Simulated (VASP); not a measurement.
Input of a VASP 6.6.1 run:

File INCAR:

```
SYSTEM = Mn3H
PREC = Accurate ; ENCUT = 520
EDIFF = 1E-6 ; ISMEAR = 0
SIGMA = 0.1 ; LREAL = .FALSE.
LASPH = .TRUE. ; NELM = 150
ALGO = Normal ; ISIF = 2
LWAVE = .FALSE. ; LCHARG = .FALSE.
ISPIN = 2 ; MAGMOM = 0.82 0.82 0.82 0.82 0.82 0.82 0 0
LORBIT = 11 ; LMAXMIX = 4
GGA = PE ; NBANDS = 54
```

KPOINTS

```
regular mesh
0
G
  8 8 4
  0 0 0
```

Contents of POSCAR:

```
Mn3H
1.0
   -3.3722540651      0.0000000000      0.0000000000
    0.0000000000      0.0000000000     -3.3722540651
    0.0000000000     -6.7445081302      0.0000000000
Mn H
6 2
Direct
    1.0000000000      0.5000000000      0.7500000000
    1.0000000000      0.5000000000      0.2500000000
    0.5000000000      0.5000000000      0.5000000000
    0.5000000000      0.5000000000      0.0000000000
    0.5000000000      1.0000000000      0.7500000000
    0.5000000000      1.0000000000      0.2500000000
    1.0000000000      0.0000000000      1.0000000000
    1.0000000000      1.0000000000      0.5000000000
```

Potentials or basis: VASP PAW PBE potentials, release 64 (Mn_pv, H).

Run with:

```sh
$ cat potpaw_PBE.64/Mn_pv/POTCAR potpaw_PBE.64/H/POTCAR > POTCAR
$ mpirun -np 1 vasp_std > vasp.out
```

(1) Estimate the pressure.

(2) Estimate the site moments.

(3) Predict the net moment.

Answers

(1) 0.7 GPa.

(2) Mn +0.85; H -0.01 μB.

(3) 5.17 μB per cell.
